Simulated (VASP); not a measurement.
Wanted: the native input for a VASP 6.6.1 run.

```yaml
Task: single point
Functional: LDA
Potentials_or_basis: VASP PAW LDA potentials, release 64 (Sc_sv)
Cutoff: 520 eV
k_mesh: 12 × 12 × 12
Occupations: fermi-dirac, width 0.1 eV
Spin: no spin polarisation
Dipole_correction: no
Further_INCAR_settings: ALGO = Normal; EDIFF = 1e-06; NBANDS = 12
```

The structure of Sc lies in POSCAR:

```
Sc
1.0
    2.9286245511      0.0000000000      0.0000000000
    0.0000000000      2.9286245511      0.0000000000
    0.0000000000      0.0000000000      2.9286245511
Sc
1
Direct
    0.0000000000      0.0000000000      0.0000000000
```

This isn't the form of Sc at room conditions, which is hcp.

The input as run:

INCAR

```
PREC = Accurate ; ENCUT = 520
EDIFF = 1E-6 ; ISMEAR = -1
SIGMA = 0.1 ; LREAL = False
LASPH = True ; NELM = 100
ALGO = Normal ; ISIF = 2
LWAVE = False ; LCHARG = False
GGA = CA ; NBANDS = 12
```

KPOINTS

```
Automatic mesh
0
Gamma
  12 12 12
```

Potentials or basis: VASP PAW LDA potentials, release 64 (Sc_sv).

Run with:

```bash
$ cat potpaw_LDA.64/Sc_sv/POTCAR > POTCAR
$ mpirun -np 1 vasp_std > vasp.out
```

It gave:

```json
{
  "Pressure": "-2.8 GPa",
  "Band gap on the k mesh": "zero (an odd number of electrons rules out a gap without spin polarisation)"
}
```

Run time: 23 s on 1 thread of Intel Xeon 8259CL, on a shared host, peak memory 0.14 GiB.
